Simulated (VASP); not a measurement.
Y4Os, 5 atoms in the cell. It takes space group Im-3m (No. 229, cubic). The conventional cell has a = 6.736 Å, b = 6.736 Å, c = 6.736 Å, α = 90.00°, β = 90.00°, γ = 90.00°. Y (site symmetry -3m) has 2 Os at 2.92 Å and 6 Y at 3.37 Å within 3.8 Å. Within 3.8 Å of Os (site symmetry m-3m) lie 8 Y at 2.92 Å. 

| Quantity | Value |
| --- | --- |
| Program | VASP 6.6.1 |
| Task | single point |
| Functional | PBE |
| Potentials or basis | VASP PAW PBE potentials, release 64 (Y_sv, Os) |
| Cutoff | 520 eV |
| k mesh | 8 × 8 × 8 |
| Occupations | gaussian, width 0.1 eV |
| Spin | no spin polarisation |
| Dipole correction | no |
| Further INCAR settings | ALGO = Normal; EDIFF = 1e-06; NBANDS = 34 |

Potentials or basis: VASP PAW PBE potentials, release 64 (Y_sv, Os).

Run with:

```bash
$ cat potpaw_PBE.64/Y_sv/POTCAR potpaw_PBE.64/Os/POTCAR > POTCAR
$ mpirun -np 1 vasp_std > vasp.out
```

Hardware: 1 thread of Intel Xeon 6975P-C, on a shared host.

Problem. Estimate the wall time of this run.

Solution. Run time: 4.2 min on 1 thread of Intel Xeon 6975P-C, with other jobs on the host, peak memory 0.41 GiB. Counts: scf iterations 15, k points 29.
